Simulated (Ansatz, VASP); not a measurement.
**Two plane-wave programs on Ge**

```xyz
4
Lattice="4.0936 0.0000 0.0000 -2.0468 3.5451 0.0000 0.0000 0.0000 6.6588" Properties=species:S:1:pos:R:3 pbc="T T T"
Ge    2.0468    1.1817    0.1666
Ge    0.0000    2.3634    3.4960
Ge    2.0468    1.1817    3.1628
Ge    0.0000    2.3634    6.4922
```

Alike in both runs: task single point; functional PBE; k mesh 12 × 12 × 6; occupations gaussian, width 0.1 eV; no spin polarisation.

|  | VASP | Ansatz |
| --- | --- | --- |
| version | VASP 6.6.1 | Ansatz 0.2.0 |
| potentials or method | VASP PAW PBE potentials, release 64 (Ge_d), cutoff 520 eV | scalar-relativistic, plane waves, PAW |
| valence electrons in the cell | 56 | 56 |

```csv
,VASP,Ansatz,Ansatz less VASP
gap on the k mesh at the Fermi level (eV),none,none,-
pressure (GPa),2.3,2.4,+0.09
"traceless stress, the component that is largest in VASP (GPa)",-7.93,-7.96,-0.038
rms of the force components (eV/Å),0.983,0.984,+0.0011
```

Atom by atom the forces differ by 0.001 eV/Å (rms over components). A gap of «none» marks a metal or a gap that the smearing closes.
